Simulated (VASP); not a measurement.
The system is PbO.

```
Pb O
1.0
     0.00000    2.79878    2.79878
     2.79878    0.00000    2.79878
     2.79878    2.79878    0.00000
Pb O
1 1
Direct
  0.00000 0.00000 0.00000
  0.25000 0.25000 0.25000
```

Program: VASP 6.6.1. Alike in all runs: task single point; no spin polarisation; cell as given; cutoff (eV) 520.

Question: Order these runs on this cell by their pressure, lowest first.
A. level PBE; potentials or basis VASP PAW PBE potentials, release 64 (Pb_d, O); k mesh 8 × 8 × 8; smearing fermi-dirac 0.02 eV
B. level PBE0; potentials or basis VASP PAW PBE potentials, release 64 (Pb_d, O); k mesh 6 × 6 × 6; smearing gaussian 0.01 eV; grid for exact exchange (PRECFOCK) Normal; share of exact exchange 0.25
C. level LDA; potentials or basis VASP PAW LDA potentials, release 64 (Pb_d, O); k mesh 8 × 8 × 8; smearing gaussian 0.01 eV

Answer: C (-3.1 GPa), B (0.3 GPa), A (2.4 GPa).

Caveats: the structure was generated, so it needn't be the stable form of PbO; the PAW data sets were made with another functional, which shifts forces and pressure a little (at least some runs); the cell stands under tension (at least some runs).
